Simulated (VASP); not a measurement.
Crystal: Au.

```
Au
1.0
     0.00000    1.98544    1.98544
     1.98544    0.00000    1.98544
     1.98544    1.98544    0.00000
Au
1
Cartesian
  0.0000 0.0000 0.0000
```

* Program: VASP 6.6.1
* Task: relaxation of cell and atoms
* Functional: PBE
* Potentials or basis: VASP PAW PBE potentials, release 64 (Au)
* Cutoff: 600 eV
* k mesh: 8 × 8 × 8
* Occupations: gaussian, width 0.1 eV
* Spin: no spin polarisation

At the start: pressure 30.0 GPa; volume 15.65 Å³/atom.

Where does the relaxation end?

Over 5 steps the energy falls by 189.8 meV/atom and the volume is 18.03 Å³/atom (+15.2 %); space group Fm-3m (No. 225, to 0.05 Å).

Step by step:
```tsv
step	energy change (eV)	largest force (eV/Å)	pressure (GPa)	volume (Å³)
1	0.0000	0.0000	29.95	15.65
2	0.1665	0.0000	-16.01	23.26
3	-0.1887	0.0000	-1.57	18.25
4	-0.1897	0.0000	-0.47	18.09
5	-0.1898	0.0000	0.04	18.03
```

Final structure:
```cif
data_structure
_symmetry_space_group_name_H-M 'P 1'
_symmetry_Int_Tables_number 1
_cell_length_a 2.9433
_cell_length_b 2.9433
_cell_length_c 2.9433
_cell_angle_alpha 60.000
_cell_angle_beta 60.000
_cell_angle_gamma 60.000
_cell_volume 18.03
loop_
_atom_site_label
_atom_site_type_symbol
_atom_site_fract_x
_atom_site_fract_y
_atom_site_fract_z
_atom_site_occupancy
Au1 Au 0.00000 0.00000 0.00000 1
```

Caveat: the volume moved by over 15 % at a fixed basis, so the end points are rough.
